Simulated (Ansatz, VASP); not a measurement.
**Ta6Si: VASP beside Ansatz**

```xyz
7
Lattice="4.6937 0.0000 0.0000 -2.3469 4.0649 0.0000 0.0000 0.0000 21.4882" Properties=species:S:1:pos:R:3 pbc="T T T"
Ta    2.3469    1.3550    4.0000
Ta    0.0000    2.7099    4.9581
Ta    0.0000    0.0000    5.9162
Ta    2.3469    1.3550    6.7997
Ta    0.0000    2.7099    7.6349
Ta    0.0000    0.0000    8.4882
Si    3.1292   -1.8066   11.8582
```

Alike in both runs: task single point; functional PBE; k mesh 6 × 6 × 1; occupations gaussian, width 0.1 eV; collinear spin.

|  | VASP | Ansatz |
| --- | --- | --- |
| version | VASP 6.6.1 | Ansatz 0.2.0 |
| potentials or method | VASP PAW PBE potentials, release 64 (Ta_pv, Si), cutoff 400 eV | scalar-relativistic, plane waves, PAW |
| valence electrons in the cell | 70 | 82 |

|  | VASP | Ansatz | Ansatz less VASP |
| --- | --- | --- | --- |
| gap on the k mesh at the Fermi level (eV) | none | none | - |
| rms of the force components (eV/Å) | 0.659 | 0.656 | -0.0025 |
| net moment per atom (μB) | 0.03 | 0.03 | -0.001 |
| size of the moment on the site where the two differ most (μB) | 0.09 | 0.25 | +0.161 |

Site moments also hang on the region over which each program counts them. Atom by atom the forces differ by 0.005 eV/Å (rms over components). A gap of «none» marks a metal or a gap that the smearing closes. The functional is the same, so the differences come from potentials, cutoffs and numerics. VASP's potentials hold 70 valence electrons a cell and Ansatz's 82, so a difference there can come from the potentials and not from the codes.

Neither program's run includes spin-orbit coupling.
